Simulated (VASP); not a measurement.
ZnS: single point with PBE

Crystal: ZnS.

```
Zn S
1.0
     0.00000    2.64721    2.64721
     2.64721    0.00000    2.64721
     2.64721    2.64721    0.00000
Zn S
1 1
Direct
  0.25000 0.25000 0.25000
  0.00000 0.00000 0.00000
```

This cell differs from its parent crystal: volume scaled by 0.920.

```json
{
 "Program": "VASP 6.6.1",
 "Task": "single point",
 "Functional": "PBE",
 "Potentials or basis": "VASP PAW PBE potentials, release 64 (Zn, S)",
 "Cutoff": "520 eV",
 "k mesh": "8 × 8 × 8",
 "Occupations": "gaussian, width 0.05 eV",
 "Spin": "no spin polarisation"
}
```

| Quantity | Value |
| --- | --- |
| Pressure | 7.1 GPa |
| Band gap on the k mesh | 2.39 eV, direct |

Levels at points of the mesh, in eV from the valence-band top:
```csv
k point,band 6,band 7,band 8,band 9,band 10,band 11,band 12,band 13
"(0.00, 0.00, 0.00)",-6.03,0.00,0.00,0.00,2.39,6.35,6.35,6.35
"(0.50, 0.00, 0.00)",-5.83,-5.69,-0.96,-0.96,3.43,6.88,6.88,9.10
"(0.50, 0.50, 0.00)",-5.79,-4.80,-2.45,-2.45,3.26,4.05,11.43,12.39
```

Run time: 8 s on 1 thread of Intel(R) Xeon(R) 6975P-C (Granite Rapids), with other jobs on the host, peak memory 0.15 GiB.
